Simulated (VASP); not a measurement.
# BN (P6_3/mmc) in VASP: further runs

The runs below take BN through vibrations by perturbation theory, with PBEsol.

All numbers are computed with VASP 6.6.1; they aren't measurements. Logs are shortened: lines on timing, memory, paths and dates and some standing lists are left out, and cuts for length are marked.

### Step 1. The cell of the first run

Symmetry: P6_3/mmc, No. 194, hexagonal system. Conventional cell: a = 2.488 Å, b = 2.488 Å, c = 6.969 Å, α = 90.00°, β = 90.00°, γ = 120.00°. B (site symmetry -6m2) has 3 N at 1.44 Å within 1.9 Å. N (site symmetry -6m2) has 3 B at 1.44 Å within 1.9 Å.

### Step 2. Vibrations by perturbation theory, PBEsol (9.34 Å³/atom)

The input, INCAR:

```
PREC = Accurate
ENCUT = 520
EDIFF = 1E-8
ISMEAR = 0
SIGMA = 0.01
LREAL = F
LASPH = T
NELM = 80
ALGO = Normal
ISIF = 2
LWAVE = F
LCHARG = F
GGA = PS
IBRION = 8
NSW = 1
```

The input, KPOINTS:

```
Automatic mesh
0
Gamma
  10 10 4
```

The input, POSCAR:

```
BN
1.0
    2.4875441358      0.0000000000      0.0000000000
   -1.2437720679      2.1542764147      0.0000000000
    0.0000000000      0.0000000000      6.9687762276
B N
2 2
Direct
    0.3333333333      0.6666666667      0.2500000000
    0.6666666667      0.3333333333      0.7500000000
    0.3333333333      0.6666666667      0.7500000000
    0.6666666667      0.3333333333      0.2500000000
```

Potentials or basis: VASP PAW PBE potentials, release 64 (B, N).

Command:

```bash
$ cat potpaw_PBE.64/B/POTCAR potpaw_PBE.64/N/POTCAR > POTCAR
$ mpirun -np 1 vasp_std > vasp.out
```

OUTCAR:

```text
PREC = Accurate
   ENCUT = 520
   EDIFF = 1E-8
   ISMEAR = 0
   LREAL = F
   LASPH = T
   NELM = 80
   ISIF = 2
   GGA = PS
   IBRION = 8
   NSW = 1

 ion  position               nearest neighbor table
   1  0.333  0.667  0.250-   4 1.44   4 1.44   4 1.44
   2  0.667  0.333  0.750-   3 1.44   3 1.44   3 1.44
   3  0.333  0.667  0.750-   2 1.44   2 1.44   2 1.44
   4  0.667  0.333  0.250-   1 1.44   1 1.44   1 1.44

  LATTYP: Found a hexagonal cell.
 ALAT       =     2.4875441358
 C/A-ratio  =     2.8014683749

  Lattice vectors:

 A1 = (   2.4875441358,   0.0000000000,   0.0000000000)
 A2 = (  -1.2437720679,   2.1542764147,   0.0000000000)
 A3 = (   0.0000000000,   0.0000000000,   6.9687762276)

Analysis of symmetry for initial positions (statically):
=====================================================================
 Subroutine PRICEL returns:
 Original cell was already a primitive cell.

 Routine SETGRP: Setting up the symmetry group for a
 hexagonal supercell.

 Subroutine GETGRP returns: Found 24 space group operations
 (whereof 12 operations were pure point group operations)
 out of a pool of 24 trial point group operations.

The static configuration has the point symmetry D_3d.
 The point group associated with its full space group is D_6h.

Analysis of symmetry for dynamics (positions and initial velocities):
=====================================================================
 Subroutine PRICEL returns:
 Original cell was already a primitive cell.

 Routine SETGRP: Setting up the symmetry group for a
 hexagonal supercell.

 Subroutine GETGRP returns: Found 24 space group operations
 (whereof 12 operations were pure point group operations)
 out of a pool of 24 trial point group operations.

The dynamic configuration has the point symmetry D_3d.
 The point group associated with its full space group is D_6h.

 Subroutine INISYM returns: Found 24 space group operations
 (whereof 12 operations are pure point group operations),
 and found     1 'primitive' translations

----------------------------------------------------------------------------------------

                                     Primitive cell

  volume of cell :      37.3447

  direct lattice vectors                    reciprocal lattice vectors
     2.487544136  0.000000000  0.000000000     0.402002917  0.232096493  0.000000000
    -1.243772068  2.154276415  0.000000000     0.000000000  0.464192985  0.000000000
     0.000000000  0.000000000  6.968776228     0.000000000  0.000000000  0.143497218

  length of vectors
     2.487544136  2.487544136  6.968776228     0.464192985  0.464192985  0.143497218

  position of ions in fractional coordinates (direct lattice)
     0.333333333  0.666666667  0.250000000
     0.666666667  0.333333333  0.750000000
     0.333333333  0.666666667  0.750000000
     0.666666667  0.333333333  0.250000000

  ion indices of the primitive-cell ions
   primitive index   ion index
                 1           1
[... 136 lines left out ...]
      2     -15.7328      2.00000
      3      -4.2939      2.00000
      4      -2.5928      2.00000
      5       0.6123      2.00000
      6       0.6123      2.00000
      7       0.6343      2.00000
      8       0.6343      2.00000
      9       6.6851      0.00000
     10      11.5364      0.00000
     11      13.5851      0.00000
     12      13.6536      0.00000
[... 331 lines left out ...]
 k-point    24 :       0.4000    0.1000    0.2500
  band No.  band energies     occupation
      1     -12.7329      2.00000
      2     -12.6832      2.00000
      3      -6.7575      2.00000
      4      -6.7221      2.00000
      5      -2.7615      2.00000
      6      -2.7306      2.00000
      7       0.5533      2.00000
      8       1.1825      2.00000
      9       6.6501      0.00000
     10       7.3341      0.00000
     11      12.2166      0.00000
     12      12.8611      0.00000

 [... further k-points ...]

------------------------ aborting loop because EDIFF is reached ----------------------------------------

  FORCE on cell =-STRESS in cart. coord.  units (eV):
  Direction    XX          YY          ZZ          XY          YZ          ZX
  --------------------------------------------------------------------------------------
  -------------------------------------------------------------------------------------
  Total        1.7874992      1.7874992     -0.0068709      0.0000000     -0.0000000      0.0000000
  in kB       76.6880525     76.6880525     -0.2947776      0.0000000     -0.0000000      0.0000000
  external PRESSURE =      51.0271092 kB  Pullay stress =       0.0000000 kB

 VOLUME and BASIS-vectors are now :
 -----------------------------------------------------------------------------
  energy-cutoff  :      520.00
  volume of cell :       37.34
      direct lattice vectors                 reciprocal lattice vectors
     2.487544136  0.000000000  0.000000000     0.402002917  0.232096493  0.000000000
    -1.243772068  2.154276415  0.000000000     0.000000000  0.464192985  0.000000000
     0.000000000  0.000000000  6.968776228     0.000000000  0.000000000  0.143497218

 POSITION                                       TOTAL-FORCE (eV/Angst)
 -----------------------------------------------------------------------------------
     -0.00000      1.43618      1.74219         0.000000      0.000000      0.000000
      1.24377      0.71809      5.22658         0.000000     -0.000000      0.000000
     -0.00000      1.43618      5.22658        -0.000000      0.000000      0.000000
      1.24377      0.71809      1.74219        -0.000000     -0.000000      0.000000
 -----------------------------------------------------------------------------------
    total drift:                                0.000000     -0.000000      0.000000

  FREE ENERGIE OF THE ION-ELECTRON SYSTEM (eV)
  ---------------------------------------------------
  free  energy   TOTEN  =       -36.5574282289 eV

  energy  without entropy=      -36.5574282289  energy(sigma->0) =      -36.55742823

[... ionic steps 2 to 9 ...]

--------------------------------------- Ionic step       10  -------------------------------------------

------------------------ aborting loop because EDIFF is reached ----------------------------------------

[... ionic steps 11 to 11 ...]

--------------------------------------- Ionic step       12  -------------------------------------------

 Free energy of the ion-electron system (eV)
  ---------------------------------------------------
  ---------------------------------------------------
  free energy    TOTEN  =        -0.27018606 eV

  energy without entropy =       -0.27018606

------------------------ aborting loop because EDIFF is reached ----------------------------------------

 INTERNAL STRAIN TENSOR  FOR ION    3  DIRECTION 3   (eV/Angst):
 -----------------------------------------------------------------------------
     0.00069  0.00000  0.00000
    -0.00000  0.00069 -0.00000
     0.00000 -0.00000 -0.00098

 INTERNAL STRAIN TENSOR FOR ION    4 for displacements in x,y,z  (eV/Angst):
          X           Y           Z          XY          YZ          ZX
  --------------------------------------------------------------------------------
  x     0.00000    -0.00000     0.00000    14.56171     0.00000     0.00000
  y    14.56171   -14.56171     0.00000     0.00000     0.00000     0.00000
  z     0.00000    -0.00000    -0.00000    -0.00000    -0.00000     0.00000

 SECOND DERIVATIVES (NOT SYMMETRIZED)
 ------------------------------------
               1X          1Y          1Z          2X          2Y          2Z          3X          3Y          3Z          4X          4Y          4Z
  1X   -43.886351    0.000000    0.000000    0.008262    0.000000    0.000000    0.003894   -0.000000    0.000000   43.874194    0.000000    0.000000
  1Y     0.000000  -43.886351    0.000000    0.000000    0.008262    0.000000    0.000000    0.003894    0.000000    0.000000   43.874194    0.000000
  1Z     0.000000    0.000000  -13.286536    0.000000    0.000000    0.681791    0.000000    0.000000   -0.680024   -0.000000    0.000000   13.284769
  2X     0.008262    0.000000    0.000000  -43.886351    0.000000    0.000000   43.874194    0.000000    0.000000    0.003894   -0.000000    0.000000
  2Y     0.000000    0.008262    0.000000    0.000000  -43.886351    0.000000    0.000000   43.874194    0.000000    0.000000    0.003894    0.000000
  2Z     0.000000    0.000000    0.681791    0.000000    0.000000  -13.286536   -0.000000    0.000000   13.284769    0.000000    0.000000   -0.680024
  3X    -0.000401    0.000000    0.000000   43.876124    0.000000    0.000000  -43.903759    0.000000    0.000000    0.028036    0.000000    0.000000
  3Y     0.000000   -0.000401    0.000000    0.000000   43.876124    0.000000    0.000000  -43.903759    0.000000    0.000000    0.028036    0.000000
  3Z     0.000000    0.000000   -0.673952    0.000000    0.000000   13.270964    0.000000    0.000000  -13.467841    0.000000   -0.000000    0.870829
  4X    43.876124    0.000000    0.000000   -0.000401    0.000000    0.000000    0.028036    0.000000    0.000000  -43.903759    0.000000    0.000000
  4Y     0.000000   43.876124    0.000000    0.000000   -0.000401    0.000000    0.000000    0.028036    0.000000    0.000000  -43.903759    0.000000
  4Z     0.000000    0.000000   13.270964    0.000000    0.000000   -0.673952    0.000000   -0.000000    0.870829    0.000000    0.000000  -13.467841

 Eigenvectors and eigenvalues of the dynamical matrix
 ----------------------------------------------------

   1 f  =   41.933210 THz   263.474132 2PiTHz 1398.741339 cm-1   173.421746 meV
             X         Y         Z           dx          dy          dz
     -0.000000  1.436184  1.742194    -0.000000   -0.531099    0.000000
      1.243772  0.718092  5.226582     0.000000    0.531099   -0.000000
     -0.000000  1.436184  5.226582    -0.000000   -0.466834   -0.000000
      1.243772  0.718092  1.742194     0.000000    0.466834    0.000000
[... 71 lines left out ...]
  12 f/i=    0.003418 THz     0.021478 2PiTHz    0.114025 cm-1     0.014137 meV
             X         Y         Z           dx          dy          dz
     -0.000000  1.436184  1.742194     0.000000   -0.000000    0.466672
      1.243772  0.718092  5.226582     0.000000   -0.000000    0.466672
     -0.000000  1.436184  5.226582     0.000000   -0.000000    0.531241
      1.243772  0.718092  1.742194     0.000000   -0.000000    0.531241

--------------------------------------------------------------------------------------------------------

 ELASTIC MODULI CONTR FROM IONIC RELAXATION (kBar)
 Direction    XX          YY          ZZ          XY          YZ          ZX
 --------------------------------------------------------------------------------
 XX        -529.5515    529.5515      0.0000     -0.0000      0.0000      0.0000
 YY         529.5515   -529.5515     -0.0000      0.0000     -0.0000      0.0000
 ZZ           0.0000     -0.0000     -0.0000     -0.0000      0.0000      0.0000
 XY          -0.0000      0.0000     -0.0000   -529.5515      0.0000      0.0000
 YZ           0.0000     -0.0000      0.0000      0.0000     -0.0000      0.0000
 ZX           0.0000      0.0000      0.0000      0.0000      0.0000      0.0000
 --------------------------------------------------------------------------------
```

Wall time 2.9 min (1 thread of AMD EPYC 9R45 (Zen 5), shared host); peak memory 0.28 GiB.

What came out:

```yaml
Highest_phonon_frequency_at_Γ_LO-TO_splitting_left_out: 1399 cm⁻¹
```

Phonon frequencies in cm⁻¹ (negative: imaginary):
| q point | frequencies |
| --- | --- |
| (0.000, 0.000, 0.000) | 0 0 0 30 30 66 749 791 1399 1399 1399 1399 |

Caveat: the cell stands under pressure or tension, which shifts response properties; the PAW data sets were made with another functional, which shifts forces and pressure a little; this functional lacks dispersion, which binds the layers, so the pressure and a relaxed spacing across them are unreliable.

### Step 3. Vibrations by perturbation theory, PBEsol

This run uses another cell than the first one, of 9.53 Å³/atom.

The input, INCAR:

```
PREC     = Accurate       # precision mode
ENCUT    = 520            # plane-wave cutoff, eV
EDIFF    = 1E-8           # SCF threshold, eV
ISMEAR   = 0              # smearing method
SIGMA    = 0.01           # smearing width, eV
LREAL    = F              # projectors in reciprocal space
LASPH    = T              # aspherical terms in the spheres
NELM     = 100            # most SCF steps
ALGO     = Normal         # electronic algorithm
ISIF     = 2              # what is computed and relaxed
LWAVE    = F              # write WAVECAR
LCHARG   = T              # write CHGCAR
GGA      = PS             # functional
NBANDS   = 16             # bands
IBRION   = 8              # ionic algorithm
NSW      = 1              # ionic steps
```

KPOINTS is that of step 2.

The input, POSCAR:

```
BN
1.0
    2.5043523763      0.0000000000      0.0000000000
   -1.2521761882      2.1688327779      0.0000000000
    0.0000000000      0.0000000000      7.0158639818
B N
2 2
Direct
    0.3333333333      0.6666666667      0.2500000000
    0.6666666667      0.3333333333      0.7500000000
    0.3333333333      0.6666666667      0.7500000000
    0.6666666667      0.3333333333      0.2500000000
```

Potentials or basis: VASP PAW PBE potentials, release 64 (B, N).

Command:

```bash
$ cat potpaw_PBE.64/B/POTCAR potpaw_PBE.64/N/POTCAR > POTCAR
$ mpirun -np 1 vasp_std > vasp.out
```

OUTCAR:

```text
PREC = Accurate
   ENCUT = 520
   EDIFF = 1E-8
   ISMEAR = 0
   LREAL = F
   LASPH = T
   NELM = 100
   ISIF = 2
   GGA = PS
   IBRION = 8
   NSW = 1

 ion  position               nearest neighbor table
   1  0.333  0.667  0.250-   4 1.45   4 1.45   4 1.45
   2  0.667  0.333  0.750-   3 1.45   3 1.45   3 1.45
   3  0.333  0.667  0.750-   2 1.45   2 1.45   2 1.45
   4  0.667  0.333  0.250-   1 1.45   1 1.45   1 1.45

  LATTYP: Found a hexagonal cell.
[... 736 lines left out ...]
  4Y    -0.000000   41.552325    0.000000   -0.000000    0.002956    0.000000   -0.000000    0.024798    0.000000    0.000000  -41.580079    0.000000
  4Z     0.000000    0.000000   13.427539    0.000000   -0.000000   -0.659375   -0.000000    0.000000    0.840219   -0.000000   -0.000000  -13.608383

 Eigenvectors and eigenvalues of the dynamical matrix
 ----------------------------------------------------

   1 f  =   40.806509 THz   256.394860 2PiTHz 1361.158637 cm-1   168.762086 meV
             X         Y         Z           dx          dy          dz
     -0.000000  1.445889  1.753966    -0.389242    0.361322    0.000000
      1.252176  0.722944  5.261898     0.389242   -0.361322   -0.000000
     -0.000000  1.445889  5.261898    -0.342147    0.317605   -0.000000
      1.252176  0.722944  1.753966     0.342147   -0.317605    0.000000
[... 71 lines left out ...]
  12 f/i=    0.004457 THz     0.028006 2PiTHz    0.148680 cm-1     0.018434 meV
             X         Y         Z           dx          dy          dz
     -0.000000  1.445889  1.753966    -0.000000   -0.000000    0.466648
      1.252176  0.722944  5.261898    -0.000000   -0.000000    0.466648
     -0.000000  1.445889  5.261898    -0.000000   -0.000000    0.531262
      1.252176  0.722944  1.753966    -0.000000   -0.000000    0.531262

--------------------------------------------------------------------------------------------------------

 ELASTIC MODULI CONTR FROM IONIC RELAXATION (kBar)
 Direction    XX          YY          ZZ          XY          YZ          ZX
 --------------------------------------------------------------------------------
 XX        -444.7549    444.7549      0.0000      0.0000      0.0000     -0.0000
 YY         444.7549   -444.7549     -0.0000      0.0000      0.0000      0.0000
 ZZ           0.0000     -0.0000     -0.0000     -0.0000      0.0000     -0.0000
 XY           0.0000      0.0000     -0.0000   -444.7549      0.0000      0.0000
 YZ           0.0000      0.0000      0.0000      0.0000      0.0000      0.0000
 ZX          -0.0000      0.0000     -0.0000      0.0000      0.0000     -0.0000
 --------------------------------------------------------------------------------
```

OSZICAR:

```text
N       E                     dE             d eps       ncg     rms          rms(c)
DAV:   1     0.494810830264E+02    0.49481E+02   -0.79016E+03  1360   0.916E+02
DAV:   2    -0.365408928236E+02   -0.86022E+02   -0.76971E+02  1856   0.218E+02
DAV:   3    -0.400437420478E+02   -0.35028E+01   -0.34874E+01  1808   0.437E+01
DAV:   4    -0.400671884206E+02   -0.23446E-01   -0.23444E-01  1616   0.400E+00
[... 74 lines left out ...]
RMM:   9    -0.269379309724E+00   -0.48892E-07   -0.16819E-07  2904   0.303E-04    0.161E-05
RMM:  10    -0.269379305349E+00    0.43744E-08   -0.16336E-07  2878   0.294E-04    0.240E-06
RMM:  11    -0.269379303422E+00    0.19272E-08   -0.17736E-07  2846   0.268E-04    0.120E-06
RMM:  12    -0.269379291611E+00    0.11811E-07   -0.19161E-07  2581   0.267E-04    0.201E-07
RMM:  13    -0.269379291205E+00    0.40593E-09   -0.18744E-07  1999   0.265E-04    0.889E-08
 Linear response finished
```

Wall time 3.6 min (1 thread of AMD EPYC 9R45 (Zen 5), shared host); peak memory 0.32 GiB.

Results:

```yaml
Highest_phonon_frequency_at_Γ_LO-TO_splitting_left_out: 1361 cm⁻¹
```

Phonon frequencies in cm⁻¹ (negative: imaginary):
```
              q point                                 frequencies
(0.000, 0.000, 0.000)  0 0 0 30 30 61 755 795 1361 1361 1361 1361
```

Caveat: the PAW data sets were made with another functional, which shifts forces and pressure a little; this functional lacks dispersion, which binds the layers, so the pressure and a relaxed spacing across them are unreliable.

[end of part 1 of 2]
